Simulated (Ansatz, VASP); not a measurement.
**Two plane-wave programs on AlGaN2**

```
CELL_PARAMETERS angstrom
3.14088 0.00000 0.00000
0.00000 3.14088 0.00000
0.00000 0.00000 4.49020
ATOMIC_POSITIONS crystal
Al 0.50000 0.50000 0.50000
Ga 0.00000 0.00000 0.00000
N 0.50000 0.00000 0.73826
N 0.00000 0.50000 0.26174
```

Change from the starting cell: strain +0.000 along x and y, +0.015 along z, atoms carried along.

Alike in both runs: task single point; functional LDA; k mesh 8 × 8 × 6; occupations gaussian, width 0.05 eV; no spin polarisation.

|  | VASP | Ansatz |
| --- | --- | --- |
| version | VASP 6.6.1 | Ansatz 0.2.0 |
| potentials or method | VASP PAW LDA potentials, release 64 (Al, Ga_d, N), cutoff 520 eV | scalar-relativistic, plane waves, PAW |
| valence electrons in the cell | 26 | 26 |

VASP gave:

| Quantity | Value |
| --- | --- |
| gap on the k mesh at the Fermi level (eV) | 2.74 |
| least direct gap on the mesh (eV) | 2.74 |
| pressure (GPa) | -6.9 |
| traceless stress, the component that is largest in VASP (GPa) | -1.48 |
| rms of the force components (eV/Å) | 0.079 |

Problem. Estimate Ansatz's values.

Solution. gap on the k mesh at the Fermi level (eV): 2.72; least direct gap on the mesh (eV): 2.72; pressure (GPa): -7.6; traceless stress, the component that is largest in VASP (GPa): -1.51; rms of the force components (eV/Å): 0.090.

LDA's correlation is that of Perdew and Zunger in VASP and of Perdew and Wang (1992) in Ansatz. Atom by atom the forces differ by 0.011 eV/Å (rms over components).
